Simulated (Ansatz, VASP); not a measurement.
One calculation of Ti, two programs

```xyz
1
Lattice="0.0000 1.9886 1.9886 1.9886 0.0000 1.9886 1.9886 1.9886 0.0000" Properties=species:S:1:pos:R:3 pbc="T T T"
Ti    0.0000    0.0000    0.0000
```

Change from the starting cell: volume scaled by 0.94, PAW files.

Alike in both runs: task electric field gradients; functional PBE; k mesh 15 × 15 × 15; occupations fermi-dirac, width 0.05 eV; no spin polarisation.

```csv
,VASP,Ansatz
version,VASP 6.6.1,Ansatz 0.2.0
potentials or method,"VASP PAW PBE potentials, release 64 (Ti_sv)","PAW with Ansatz's default frozen-core files, scalar-relativistic"
plane-wave cutoff (eV),520,420
valence electrons in the cell,12,12
```

Ansatz gave:

* pressure (GPa): 12.9

Task: What did VASP give for the same quantities?

Result: Pressure (GPa): 12.4.

With one functional, cell and mesh, what is left measures potentials, basis and numerics.
